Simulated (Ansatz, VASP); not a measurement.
Two plane-wave programs on TiO2

```
CELL_PARAMETERS angstrom
-1.89210 1.89210 4.75730
1.89210 -1.89210 4.75730
1.89210 1.89210 -4.75730
ATOMIC_POSITIONS crystal
Ti 0.00000 0.00000 0.00000
Ti 0.75000 0.25000 0.50000
O 0.20851 0.20851 0.00000
O 0.95851 0.45851 0.50000
O 0.54149 0.04149 0.50000
O 0.79149 0.79149 0.00000
```

Alike in both runs: functional PBE; k mesh 8 × 8 × 8; occupations gaussian, width 0.02 eV; no spin polarisation; Hubbard terms Ti d U = 4.0 eV.

Ansatz relaxed the structure, and its values are those at the end. VASP's run is a single point on that final structure, the one shown.

|  | VASP | Ansatz |
| --- | --- | --- |
| version | VASP 6.6.1 | Ansatz 0.2.0 |
| potentials or method | VASP PAW PBE potentials, release 64 (Ti_sv, O), cutoff 600 eV | scalar-relativistic, plane waves, PAW |
| valence electrons in the cell | 48 | 48 |

```tsv
	VASP	Ansatz	Ansatz less VASP
gap on the k mesh at the Fermi level (eV)	2.70	2.66	-0.038
least direct gap on the mesh (eV)	3.04	3.00	-0.043
pressure (GPa)	12.9	8.3	-4.55
rms of the force components (eV/Å)	0.079	0.000	-0.0783
```

The programs project onto different local orbitals, so the same U acts differently, and such runs can settle in different states. Ansatz's warnings: stress scf threshold loose.
